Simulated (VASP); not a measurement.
# Ga (I4/mmm) in VASP: notebook, part 2 of 2

VASP 6.6.1. The steps go on from the part before.

## Step 4: Single point, PBEsol (strain -0.030 along x and y, +0.015 along z)

The input, INCAR:

```
SYSTEM = Ga
ALGO     = Fast           ! electronic algorithm
EDIFF    = 1E-6           ! SCF threshold, eV
ENCUT    = 520            ! plane-wave cutoff, eV
GGA      = PS             ! functional
ISIF     = 2              ! what is computed and relaxed
ISMEAR   = 0              ! smearing method
LASPH    = .TRUE.         ! aspherical terms in the spheres
LCHARG   = .FALSE.        ! write CHGCAR
LREAL    = .FALSE.        ! projectors in reciprocal space
LWAVE    = .FALSE.        ! write WAVECAR
NBANDS   = 12             ! bands
NELM     = 80             ! most SCF steps
PREC     = Accurate       ! precision mode
SIGMA    = 0.15           ! smearing width, eV
```

The input, KPOINTS:

```
k-points
0
G
  24 24 24
  0 0 0
```

The input, POSCAR:

```
Ga
1.0
   -1.3618800000      1.3618800000      2.2624350000
    1.3618800000     -1.3618800000      2.2624350000
    1.3618800000      1.3618800000     -2.2624350000
Ga
1
Direct
    0.0000000000      0.0000000000      0.0000000000
```

Potentials or basis: VASP PAW PBE potentials, release 64 (Ga_d).

Launch:

```
> cat potpaw_PBE.64/Ga_d/POTCAR > POTCAR
> mpirun -np 1 vasp_std > vasp.out
```

OUTCAR:

```text
SYSTEM = Ga
   EDIFF = 1E-6
   ENCUT = 520
   GGA = PS
   ISIF = 2
   ISMEAR = 0
   LASPH = .TRUE.
   LREAL = .FALSE.
   NELM = 80
   PREC = Accurate

 ion  position               nearest neighbor table
   1  0.000  0.000  0.000-

  LATTYP: Found a body centered tetragonal cell.
 ALAT       =     2.7237600000
 C/A-ratio  =     1.6612587012

  Lattice vectors:

 A1 = (  -1.3618800000,   1.3618800000,   2.2624350000)
 A2 = (   1.3618800000,  -1.3618800000,   2.2624350000)
 A3 = (   1.3618800000,   1.3618800000,  -2.2624350000)

Analysis of symmetry for initial positions (statically):
=====================================================================
 Subroutine PRICEL returns:
 Original cell was already a primitive cell.

 Routine SETGRP: Setting up the symmetry group for a
 body centered tetragonal supercell.

 Subroutine GETGRP returns: Found 16 space group operations
 (whereof 16 operations were pure point group operations)
 out of a pool of 16 trial point group operations.

The static configuration has the point symmetry D_4h.

Analysis of symmetry for dynamics (positions and initial velocities):
=====================================================================
 Subroutine PRICEL returns:
 Original cell was already a primitive cell.

 Routine SETGRP: Setting up the symmetry group for a
 body centered tetragonal supercell.

 Subroutine GETGRP returns: Found 16 space group operations
 (whereof 16 operations were pure point group operations)
 out of a pool of 16 trial point group operations.

The dynamic configuration has the point symmetry D_4h.

 Subroutine INISYM returns: Found 16 space group operations
 (whereof 16 operations are pure point group operations),
 and found     1 'primitive' translations

----------------------------------------------------------------------------------------

                                     Primitive cell

[... 115 lines left out ...]
   AEXX    =    0.0000 exact exchange contribution
   IVDW    =     0    specifies the selected vdW correction
   LEPSILON=     F    determine dielectric tensor
   LRPA    =     F    only Hartree local field effects (RPA)
 non-spin polarized calculation
 RMM-DIIS sequential band-by-band and
 Gauss-broadening in eV      SIGMA  =   0.15
  energy-cutoff  :      520.00
  volume of cell :       16.78
 maximum number of plane-waves:       473
 NGX is ok and might be reduce to    24
   NGX = 11   NGY = 11   NGZ = 11

 number of electron      13.0000004 magnetization

 Free energy of the ion-electron system (eV)
  ---------------------------------------------------
  ext. energy  EPLUGINS =         0.00000000
  ---------------------------------------------------
  free energy    TOTEN  =        -3.32447696 eV

  energy without entropy =       -3.32011555  energy(sigma->0) =       -3.32229625

 E-fermi :   6.5429     XC(G=0): -11.7482

 val. band max:        6.5369532048   @ k =  -0.3750   0.4167   0.2083
 cond. band min:       6.5440816131   @ k =  -0.4167   0.0833   0.0417
 fundamental gap:      0.0071284083
 Fermi energy:         6.5429320544

 k-point     1 :       0.0000    0.0000    0.0000
  band No.  band energies     occupation
      1      -8.5732      2.00000
      2      -8.3897      2.00000
      3      -8.3572      2.00000
      4      -8.3572      2.00000
      5      -8.1710      2.00000
      6      -5.4514      2.00000
      7      19.9459      0.00000
      8      20.1521      0.00000
      9      20.1521      0.00000
     10      23.4271      0.00000
     11      23.4613      0.00000
     12      24.3404      0.00000
[... 331 lines left out ...]
 k-point    24 :       0.4583    0.0417   -0.0000
  band No.  band energies     occupation
      1      -8.5547      2.00000
      2      -8.5120      2.00000
      3      -8.3434      2.00000
      4      -8.1675      2.00000
      5      -8.1106      2.00000
      6       0.9613      2.00000
      7       2.7857      2.00000
      8      14.7441      0.00000
      9      18.7591      0.00000
     10      19.3200      0.00000
     11      22.0312      0.00000
     12      24.8325      0.00000

 [... further k-points ...]

------------------------ aborting loop because EDIFF is reached ----------------------------------------

  FORCE on cell =-STRESS in cart. coord.  units (eV):
  Direction    XX          YY          ZZ          XY          YZ          ZX
  --------------------------------------------------------------------------------------
  -------------------------------------------------------------------------------------
  Total        0.4609155      0.4609155      0.3073043      0.0000000     -0.0000000      0.0000000
  in kB       43.9964949     43.9964949     29.3336054      0.0000000     -0.0000000      0.0000000
  external PRESSURE =      39.1088651 kB  Pullay stress =       0.0000000 kB

 VOLUME and BASIS-vectors are now :
 -----------------------------------------------------------------------------
  energy-cutoff  :      520.00
  volume of cell :       16.78
      direct lattice vectors                 reciprocal lattice vectors
    -1.361880000  1.361880000  2.262435000     0.000000000  0.367139542  0.221000824
     1.361880000 -1.361880000  2.262435000     0.367139542  0.000000000  0.221000824
     1.361880000  1.361880000 -2.262435000     0.367139542  0.367139542  0.000000000

 POSITION                                       TOTAL-FORCE (eV/Angst)
 -----------------------------------------------------------------------------------
      0.00000      0.00000      0.00000        -0.000000      0.000000      0.000000
 -----------------------------------------------------------------------------------
    total drift:                                0.000000      0.000000     -0.000000

  FREE ENERGIE OF THE ION-ELECTRON SYSTEM (eV)
  ---------------------------------------------------
  free  energy   TOTEN  =        -3.3244769573 eV

  energy  without entropy=       -3.3201155518  energy(sigma->0) =       -3.32229625
```

stdout:

```text
POSCAR found type information on POSCAR Ga
 POSCAR found :  1 types and       1 ions
 scaLAPACK will be used
 -----------------------------------------------------------------------------
|                                                                             |
|                                                                             |
|     You enforced a specific xc type in the INCAR file but a different       |
|     I HOPE YOU KNOW WHAT YOU ARE DOING!                                     |
|                                                                             |
 -----------------------------------------------------------------------------

 LDA part: xc-table for (Slater+PW92), standard interpolation
 POSCAR, INCAR and KPOINTS ok, starting setup
 FFT: planning ... GRIDC
 FFT: planning ... GRID_SOFT
 FFT: planning ... GRID
 WAVECAR not read
 entering main loop
WARNING in EDDRMM: call to ZHEGV failed, returncode =   6  3      7
WARNING in EDDRMM: call to ZHEGV failed, returncode =   6  3     10
```

Run time: 2 min. Hardware: 1 thread of Intel Xeon Platinum 8259CL at 2.50GHz (Skylake/Cascade Lake), shared host; peak memory 0.32 GiB.

Results:

```yaml
Free_energy: -3.3245 eV
Pressure: 3.9 GPa
Band_gap_on_the_k_mesh: zero (an odd number of electrons rules out a gap without spin polarisation)
```

Stress tensor (GPa, compression positive):
```
4.40 0.00 0.00
0.00 4.40 0.00
0.00 0.00 2.93
```

Levels at points of the mesh, in eV from the Fermi level:
```
           k point  band 3  band 4  band 5  band 6  band 7  band 8  band 9  band 10
(0.00, 0.00, 0.00)  -14.90  -14.90  -14.71  -11.99   13.40   13.61   13.61    16.88
(0.50, 0.00, 0.00)  -14.89  -14.71  -14.65   -4.96   -4.52    8.31   12.36    13.05
(0.50, 0.50, 0.00)  -14.72  -14.70  -14.54   -2.18   -0.83    3.92    5.21     8.30
(0.50, 0.50, 0.50)  -14.66  -14.66  -14.66   -4.45   -4.20    7.36    7.36    10.53
```

Caveat: the cell differs from its parent crystal (strain -0.030 along x and y, +0.015 along z); the cell stands under pressure; the PAW data sets were made with another functional, which shifts forces and pressure a little.

## Step 5: Overview

| cell | further INCAR settings | gap on the mesh (eV) | pressure (GPa) |
| --- | --- | --- | --- |
| a = 2.946 Å, angles 124.9, 124.9, 81.7°, 1 atom | ALGO = Fast; EDIFF = 1e-07; NBANDS = 12 | none | 5.0 |
| a = 2.915 Å, angles 123.4, 123.4, 84.3°, 1 atom | ALGO = Fast; EDIFF = 1e-06; NBANDS = 12 | none | 4.9 |
| a = 2.971 Å, angles 125.4, 125.4, 80.8°, 1 atom | ALGO = Fast; EDIFF = 1e-06; NBANDS = 12 | none | 3.9 |

Alike in all rows: task single point; level PBEsol; potentials or basis VASP PAW PBE potentials, release 64 (Ga_d); no spin polarisation; k mesh 24 × 24 × 24; cutoff (eV) 520; smearing gaussian 0.15 eV.

Caveats: the cell stands under pressure; the PAW data sets were made with another functional, which shifts forces and pressure a little.

Total energies depend on the potentials used, so only differences within one code and one set of settings carry meaning.
